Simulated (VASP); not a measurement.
# Al (Pm-3m) in VASP: notebook

Al is run at these levels: PBE; tasks: single point.

All numbers are computed with VASP 6.6.1; they aren't measurements. Logs are shortened: lines on timing, memory, paths and dates and some standing lists are left out, and cuts for length are marked.

## Step 1: The cell of the first run

The structure is cubic, space group Pm-3m (No. 221). The conventional cell has a = 2.484 Å, b = 2.484 Å, c = 2.484 Å, α = 90.00°, β = 90.00°, γ = 90.00°. Within 3.3 Å of Al (site symmetry m-3m) lie 6 Al at 2.48 Å.

## Step 2: Single point, PBE (volume scaled by 0.76)

Input file INCAR:

```
ALGO     = Normal         # electronic algorithm
EDIFF    = 1E-7           # SCF threshold, eV
ENCUT    = 520            # plane-wave cutoff, eV
GGA      = PE             # functional
ISIF     = 2              # what is computed and relaxed
ISMEAR   = -1             # smearing method
LASPH    = True           # aspherical terms in the spheres
LCHARG   = True           # write CHGCAR
LELF     = True           # ELF
LREAL    = False          # projectors in reciprocal space
LVHAR    = True         
LWAVE    = False          # write WAVECAR
NBANDS   = 8              # bands
NELM     = 60             # most SCF steps
PREC     = Accurate       # precision mode
SIGMA    = 0.08           # smearing width, eV
```

Input file KPOINTS:

```
k-points
0
Gamma
  16 16 16
```

Input file POSCAR:

```
Al
1.0
    2.4843441322      0.0000000000      0.0000000000
    0.0000000000      2.4843441322      0.0000000000
    0.0000000000      0.0000000000      2.4843441322
Al
1
Direct
    0.0000000000      0.0000000000      0.0000000000
```

Potentials or basis: VASP PAW PBE potentials, release 64 (Al).

On the command line:

```bash
cat potpaw_PBE.64/Al/POTCAR > POTCAR
mpirun -np 1 vasp_std > vasp.out
```

OUTCAR:

```text
EDIFF = 1E-7
   ENCUT = 520
   GGA = PE
   ISIF = 2
   ISMEAR = -1
   LASPH = True
   LREAL = False
   NELM = 60
   PREC = Accurate

 ion  position               nearest neighbor table
   1  0.000  0.000  0.000-

  LATTYP: Found a simple cubic cell.
 ALAT       =     2.4843441322

  Lattice vectors:

 A1 = (   2.4843441322,   0.0000000000,   0.0000000000)
 A2 = (   0.0000000000,   2.4843441322,   0.0000000000)
 A3 = (   0.0000000000,   0.0000000000,   2.4843441322)

Analysis of symmetry for initial positions (statically):
=====================================================================
 Subroutine PRICEL returns:
 Original cell was already a primitive cell.

 Routine SETGRP: Setting up the symmetry group for a
 simple cubic supercell.

 Subroutine GETGRP returns: Found 48 space group operations
 (whereof 48 operations were pure point group operations)
 out of a pool of 48 trial point group operations.

The static configuration has the point symmetry O_h .

Analysis of symmetry for dynamics (positions and initial velocities):
=====================================================================
 Subroutine PRICEL returns:
 Original cell was already a primitive cell.

 Routine SETGRP: Setting up the symmetry group for a
 simple cubic supercell.

 Subroutine GETGRP returns: Found 48 space group operations
 (whereof 48 operations were pure point group operations)
 out of a pool of 48 trial point group operations.

The dynamic configuration has the point symmetry O_h .

 Subroutine INISYM returns: Found 48 space group operations
 (whereof 48 operations are pure point group operations),
 and found     1 'primitive' translations

----------------------------------------------------------------------------------------

                                     Primitive cell

  volume of cell :      15.3333

  direct lattice vectors                    reciprocal lattice vectors
     2.484344132  0.000000000  0.000000000     0.402520724  0.000000000  0.000000000
     0.000000000  2.484344132  0.000000000     0.000000000  0.402520724  0.000000000
     0.000000000  0.000000000  2.484344132     0.000000000  0.000000000  0.402520724

  length of vectors
     2.484344132  2.484344132  2.484344132     0.402520724  0.402520724  0.402520724

  position of ions in fractional coordinates (direct lattice)
     0.000000000  0.000000000  0.000000000

  ion indices of the primitive-cell ions
   primitive index   ion index
                 1           1

----------------------------------------------------------------------------------------

 KPOINTS: k-points

Automatic generation of k-mesh.
 Grid dimensions read from file:
 generate k-points for:   16   16   16

 Generating k-lattice:

  Cartesian coordinates                     Fractional coordinates (reciprocal lattice)
     0.025157545  0.000000000  0.000000000     0.062500000  0.000000000  0.000000000
     0.000000000  0.025157545  0.000000000     0.000000000  0.062500000  0.000000000
     0.000000000  0.000000000  0.025157545     0.000000000  0.000000000  0.062500000

  Length of vectors
     0.025157545  0.025157545  0.025157545

  Shift w.r.t. Gamma in fractional coordinates (k-lattice)
     0.000000000  0.000000000  0.000000000

 Subroutine IBZKPT returns following result:
 ===========================================

 Found    165 irreducible k-points:

 Following reciprocal coordinates:
            Coordinates               Weight
  0.000000  0.000000  0.000000      1.000000
  0.062500  0.000000  0.000000      6.000000
  0.125000  0.000000  0.000000      6.000000
  0.187500  0.000000  0.000000      6.000000
  0.250000  0.000000  0.000000      6.000000
  0.312500  0.000000  0.000000      6.000000
[... 16 lines left out ...]
  0.437500  0.125000  0.000000     24.000000
  0.500000  0.125000  0.000000     12.000000
 [... further k-points ...]
   k-points           NKPTS =    165   k-points in BZ     NKDIM =    165   number of bands    NBANDS=      8
   number of dos      NEDOS =    301   number of ions     NIONS =      1
   total plane-waves  NPLWV =   5832
   dimension x,y,z NGX =    18 NGY =   18 NGZ =   18
   dimension x,y,z NGXF=    36 NGYF=   36 NGZF=   36
   ions per type =               1
   NGX,Y,Z   is equivalent  to a cutoff of  12.05, 12.05, 12.05 a.u.
   NGXF,Y,Z  is equivalent  to a cutoff of  24.09, 24.09, 24.09 a.u.
 SYSTEM =  unknown system
   PREC   = accura    normal or accurate (medium, high low for compatibility)
   ISTART =      0    job   : 0-new  1-cont  2-samecut
   ICHARG =      2    charge: 1-file 2-atom 10-const
   ISPIN  =      1    spin polarized calculation?
   LNONCOLLINEAR =      F non collinear calculations
   LSORBIT =      F    spin-orbit coupling
   LASPH  =      T    aspherical Exc in radial PAW
   ENCUT  =  520.0 eV  38.22 Ry    6.18 a.u.   4.62  4.62  4.62*2*pi/ulx,y,z
   NELM   =     60;   NELMIN=  2; NELMDL= -5     # of ELM steps
   EDIFF  = 0.1E-06   stopping-criterion for ELM
   LREAL  =      F    real-space projection
   EDIFFG = 0.1E-05   stopping-criterion for IOM
   NSW    =      0    number of steps for IOM
   IBRION =     -1    ionic relax: 0-MD 1-quasi-New 2-CG
   NFREE  =      0    steps in history (QN), initial steepest desc. (CG)
   ISIF   =      2    stress and relaxation
   ISYM   =      2    0-nonsym 1-usesym 2-fastsym
   POTIM  = 0.5000    time-step for ionic-motion
   TEBEG  =    0.0;   TEEND  =   0.0 temperature during run
   PSTRESS=    0.0 pullay stress
   NELECT =       3.0000    total number of electrons
   NUPDOWN=      -1.0000    fix difference up-down
   EMIN   =  10.00;   EMAX   =-10.00  energy-range for DOS
   EFERMI =   0.00;   METHOD = LEGACY
   ISMEAR =    -1;   SIGMA  =   0.08  broadening in eV -4-tet -1-fermi 0-gaus
   EFERMI_NEDOS =   21; number of points for ismear=-14 and -15
   IALGO  =     38    algorithm
   IMIX   =      4    mixing-type and parameters
     AMIX     =   0.40;   BMIX     =  1.00
     AMIX_MAG =   1.60;   BMIX_MAG =  1.00
  volume/ion in A,a.u.               =      15.33       103.47
  Fermi-wavevector in a.u.,A,eV,Ry     =   0.950394  1.795983 12.289435  0.903248
  Thomas-Fermi vector in A             =   2.078766
   LORBIT       =      0    0 simple, 1 ext, 2 COOP (PROOUT), +10 PAW based schemes
   GGA     = PE    functional components
   LHFCALC =     F    Hartree Fock is set to
   AEXX    =    0.0000 exact exchange contribution
   IVDW    =     0    specifies the selected vdW correction
   LEPSILON=     F    determine dielectric tensor
   LRPA    =     F    only Hartree local field effects (RPA)
 non-spin polarized calculation
  energy-cutoff  :      520.00
  volume of cell :       15.33
 maximum number of plane-waves:       437
   NGX =  9   NGY =  9   NGZ =  9

 number of electron       3.0000000 magnetization

 Free energy of the ion-electron system (eV)
  ---------------------------------------------------
  ext. energy  EPLUGINS =         0.00000000
  ---------------------------------------------------
  free energy    TOTEN  =        -3.04579026 eV

  energy without entropy =       -3.03678086  energy(sigma->0) =       -3.04128556

 E-fermi :   8.3039     XC(G=0): -10.4142

 val. band max:        8.2706326530   @ k =   0.5000   0.4375   0.2500
 cond. band min:       8.3251988638   @ k =   0.3750   0.3750   0.0000
 fundamental gap:      0.0545662108
 Fermi energy:         8.3039424526

 k-point     1 :       0.0000    0.0000    0.0000
  band No.  band energies     occupation
      1      -2.9469      2.00000
      2      17.0024      0.00000
      3      17.0024      0.00000
      4      19.6875      0.00000
      5      19.6875      0.00000
      6      19.6875      0.00000
      7      27.4163      0.00000
      8      36.4688      0.00000

 k-point     2 :       0.0625    0.0000    0.0000
  band No.  band energies     occupation
      1      -2.8537      2.00000
      2      15.8115      0.00000
      3      17.0815      0.00000
      4      19.7619      0.00000
      5      19.7619      0.00000
      6      20.7070      0.00000
      7      27.7883      0.00000
      8      35.7230      0.00000

 k-point     3 :       0.1250    0.0000    0.0000
  band No.  band energies     occupation
      1      -2.5744      2.00000
      2      13.8175      0.00000
      3      17.3165      0.00000
      4      19.9852      0.00000
      5      19.9852      0.00000
      6      22.1744      0.00000
      7      28.9019      0.00000
      8      34.1131      0.00000

 k-point     4 :       0.1875    0.0000    0.0000
  band No.  band energies     occupation
      1      -2.1106      2.00000
      2      11.7485      0.00000
      3      17.6985      0.00000
      4      20.3578      0.00000
      5      20.3578      0.00000
      6      23.4219      0.00000
      7      30.6410      0.00000
      8      32.2897      0.00000

 k-point     5 :       0.2500    0.0000    0.0000
  band No.  band energies     occupation
      1      -1.4645      2.00000
      2       9.7336      0.00000
      3      18.2097      0.00000
      4      20.8804      0.00000
      5      20.8804      0.00000
      6      24.4935      0.00000
      7      30.4849      0.00000
      8      30.4849      0.00000
[... 177 lines left out ...]
 k-point    22 :       0.3750    0.1250    0.0000
  band No.  band energies     occupation
      1       0.7239      2.00000
      2       6.3716      2.00000
      3      16.9022      0.00000
      4      21.6425      0.00000
      5      22.6695      0.00000
      6      25.2095      0.00000
      7      27.4528      0.00000
      8      28.4337      0.00000

 k-point    23 :       0.4375    0.1250    0.0000
  band No.  band energies     occupation
      1       1.8871      2.00000
      2       4.7379      2.00000
      3      17.7357      0.00000
      4      20.9279      0.00000
      5      23.6422      0.00000
      6      25.3944      0.00000
      7      26.0369      0.00000
      8      28.2257      0.00000

 k-point    24 :       0.5000    0.1250    0.0000
  band No.  band energies     occupation
      1       3.0460      2.00000
      2       3.4213      2.00000
      3      18.2014      0.00000
      4      20.4434      0.00000
      5      24.7624      0.00000
      6      24.7680      0.00000
      7      25.6510      0.00000
      8      27.9315      0.00000

 [... further k-points ...]

------------------------ aborting loop because EDIFF is reached ----------------------------------------

  FORCE on cell =-STRESS in cart. coord.  units (eV):
  Direction    XX          YY          ZZ          XY          YZ          ZX
  --------------------------------------------------------------------------------------
  -------------------------------------------------------------------------------------
  Total        2.6680435      2.6680435      2.6680435      0.0000000      0.0000000     -0.0000000
  in kB      278.7842403    278.7842403    278.7842403      0.0000000      0.0000000     -0.0000000
  external PRESSURE =     278.7842403 kB  Pullay stress =       0.0000000 kB

 VOLUME and BASIS-vectors are now :
 -----------------------------------------------------------------------------
  energy-cutoff  :      520.00
  volume of cell :       15.33
      direct lattice vectors                 reciprocal lattice vectors
     2.484344132  0.000000000  0.000000000     0.402520724  0.000000000  0.000000000
     0.000000000  2.484344132  0.000000000     0.000000000  0.402520724  0.000000000
     0.000000000  0.000000000  2.484344132     0.000000000  0.000000000  0.402520724

 POSITION                                       TOTAL-FORCE (eV/Angst)
 -----------------------------------------------------------------------------------
      0.00000      0.00000      0.00000         0.000000      0.000000      0.000000
 -----------------------------------------------------------------------------------
    total drift:                               -0.000000      0.000000      0.000000

  FREE ENERGIE OF THE ION-ELECTRON SYSTEM (eV)
  ---------------------------------------------------
  free  energy   TOTEN  =        -3.0457902577 eV

  energy  without entropy=       -3.0367808602  energy(sigma->0) =       -3.04128556
```

Run time: 4.9 s. Hardware: 1 thread of Intel Xeon 6975P-C (Granite Rapids), shared host; peak memory 0.12 GiB.

What came out:

| Item | Value |
| --- | --- |
| Free energy | -3.0458 eV |
| Pressure | 27.9 GPa |

## Step 3: Single point, PBE (volume scaled by 0.76)

Input file INCAR:

```
SYSTEM = Al
PREC = Accurate
ENCUT = 520
EDIFF = 1E-7
ISMEAR = -1
SIGMA = 0.08
LREAL = .FALSE.
LASPH = .TRUE.
NELM = 100
ALGO = Normal
ISIF = 2
LWAVE = .FALSE.
LCHARG = .FALSE.
GGA = PE
NBANDS = 8
```

Input file KPOINTS:

```
Automatic mesh
0
G
  16 16 16
  0 0 0
```

POSCAR is that of step 2.

Potentials or basis: VASP PAW PBE potentials, release 64 (Al).

On the command line:

```bash
cat potpaw_PBE.64/Al/POTCAR > POTCAR
mpirun -np 1 vasp_std > vasp.out
```

Run time: 4.8 s. Hardware: 1 thread of Intel Xeon 6975P-C (Granite Rapids), shared host; peak memory 0.12 GiB.

The run converged. Its results:

```yaml
Free_energy: -3.0458 eV
Pressure: 27.9 GPa
```

Levels at points of the mesh, in eV from the Fermi level:
```csv
k point,band 1,band 2,band 3,band 4,band 5,band 6
"(0.00, 0.00, 0.00)",-11.25,8.70,8.70,11.38,11.38,11.38
"(0.50, 0.00, 0.00)",-5.63,-5.22,11.86,16.14,16.14,16.22
"(0.50, 0.50, 0.00)",-0.63,-0.63,0.85,1.55,19.37,19.37
"(0.50, 0.50, 0.50)",3.90,3.90,3.90,5.68,5.68,5.68
```

## Step 4: Single point, PBE (volume scaled by 0.84)

Input file INCAR:

```
SYSTEM = Al
  ALGO = Normal
  EDIFF = 1E-6
  ENCUT = 520
  GGA = PE
  ISIF = 2
  ISMEAR = -1
  LASPH = .TRUE.
  LCHARG = .FALSE.
  LREAL = .FALSE.
  LWAVE = .FALSE.
  NBANDS = 8
  NELM = 60
  PREC = Accurate
  SIGMA = 0.08
```

Input file KPOINTS:

```
k-points
0
G
  16 16 16
  0 0 0
```

Input file POSCAR:

```
Al
1.0
    2.5686227154      0.0000000000      0.0000000000
    0.0000000000      2.5686227154      0.0000000000
    0.0000000000      0.0000000000      2.5686227154
Al
1
Direct
    0.0000000000      0.0000000000      0.0000000000
```

Potentials or basis: VASP PAW PBE potentials, release 64 (Al).

On the command line:

```bash
cat potpaw_PBE.64/Al/POTCAR > POTCAR
mpirun -np 1 vasp_std > vasp.out
```

OUTCAR:

```text
SYSTEM = Al
   EDIFF = 1E-6
   ENCUT = 520
   GGA = PE
   ISIF = 2
   ISMEAR = -1
   LASPH = .TRUE.
   LREAL = .FALSE.
   NELM = 60
   PREC = Accurate

 ion  position               nearest neighbor table
   1  0.000  0.000  0.000-

  LATTYP: Found a simple cubic cell.
 ALAT       =     2.5686227154

  Lattice vectors:

 A1 = (   2.5686227154,   0.0000000000,   0.0000000000)
 A2 = (   0.0000000000,   2.5686227154,   0.0000000000)
 A3 = (   0.0000000000,   0.0000000000,   2.5686227154)

Analysis of symmetry for initial positions (statically):
=====================================================================
 Subroutine PRICEL returns:
 Original cell was already a primitive cell.

 Routine SETGRP: Setting up the symmetry group for a
 simple cubic supercell.

 Subroutine GETGRP returns: Found 48 space group operations
 (whereof 48 operations were pure point group operations)
 out of a pool of 48 trial point group operations.

The static configuration has the point symmetry O_h .

Analysis of symmetry for dynamics (positions and initial velocities):
[... 159 lines left out ...]
 val. band max:        7.2298039980   @ k =   0.5000   0.3750   0.3125
 cond. band min:       7.2762908392   @ k =   0.3750   0.3750   0.0000
 fundamental gap:      0.0464868412
 Fermi energy:         7.2567256152

 k-point     1 :       0.0000    0.0000    0.0000
  band No.  band energies     occupation
      1      -3.3317      2.00000
      2      15.6986      0.00000
      3      15.6986      0.00000
      4      17.7709      0.00000
      5      17.7709      0.00000
      6      17.7709      0.00000
      7      24.9274      0.00000
      8      33.8016      0.00000
[... 243 lines left out ...]
 k-point    24 :       0.5000    0.1250    0.0000
  band No.  band energies     occupation
      1       2.1415      2.00000
      2       2.7966      2.00000
      3      16.5531      0.00000
      4      18.8885      0.00000
      5      22.3330      0.00000
      6      22.9580      0.00000
      7      23.3445      0.00000
      8      25.8539      0.00000

 [... further k-points ...]

------------------------ aborting loop because EDIFF is reached ----------------------------------------

  FORCE on cell =-STRESS in cart. coord.  units (eV):
  Direction    XX          YY          ZZ          XY          YZ          ZX
  --------------------------------------------------------------------------------------
  -------------------------------------------------------------------------------------
  Total        1.5232982      1.5232982      1.5232982      0.0000000      0.0000000     -0.0000000
  in kB      144.0106343    144.0106343    144.0106343      0.0000000      0.0000000     -0.0000000
  external PRESSURE =     144.0106343 kB  Pullay stress =       0.0000000 kB

 VOLUME and BASIS-vectors are now :
 -----------------------------------------------------------------------------
  energy-cutoff  :      520.00
  volume of cell :       16.95
      direct lattice vectors                 reciprocal lattice vectors
     2.568622715  0.000000000  0.000000000     0.389313695  0.000000000  0.000000000
     0.000000000  2.568622715  0.000000000     0.000000000  0.389313695  0.000000000
     0.000000000  0.000000000  2.568622715     0.000000000  0.000000000  0.389313695

 POSITION                                       TOTAL-FORCE (eV/Angst)
 -----------------------------------------------------------------------------------
      0.00000      0.00000      0.00000         0.000000      0.000000      0.000000
 -----------------------------------------------------------------------------------
    total drift:                                0.000000      0.000000      0.000000

  FREE ENERGIE OF THE ION-ELECTRON SYSTEM (eV)
  ---------------------------------------------------
  free  energy   TOTEN  =        -3.2539434677 eV

  energy  without entropy=       -3.2446076792  energy(sigma->0) =       -3.24927557
```

stdout:

```text
POSCAR found type information on POSCAR Al
 POSCAR found :  1 types and       1 ions
 scaLAPACK will be used
 LDA part: xc-table for (Slater+PW92), standard interpolation
 POSCAR, INCAR and KPOINTS ok, starting setup
 FFT: planning ... GRIDC
 FFT: planning ... GRID_SOFT
 FFT: planning ... GRID
 WAVECAR not read
 entering main loop
```

Run time: 5.1 s. Hardware: 1 thread of Intel Xeon 6975P-C (Granite Rapids), shared host; peak memory 0.12 GiB.

What came out:

```yaml
Free_energy: -3.2539 eV
Pressure: 14.4 GPa
```

Levels at points of the mesh, in eV from the Fermi level:
```csv
k point,band 1,band 2,band 3,band 4,band 5
"(0.00, 0.00, 0.00)",-10.59,8.44,8.44,10.51,10.51
"(0.50, 0.00, 0.00)",-5.46,-4.78,11.37,14.83,14.83
"(0.50, 0.50, 0.00)",-0.60,-0.60,0.41,1.82,18.39
"(0.50, 0.50, 0.50)",3.49,3.49,3.49,5.67,5.67
```

(Continued in part 2 of 2.)
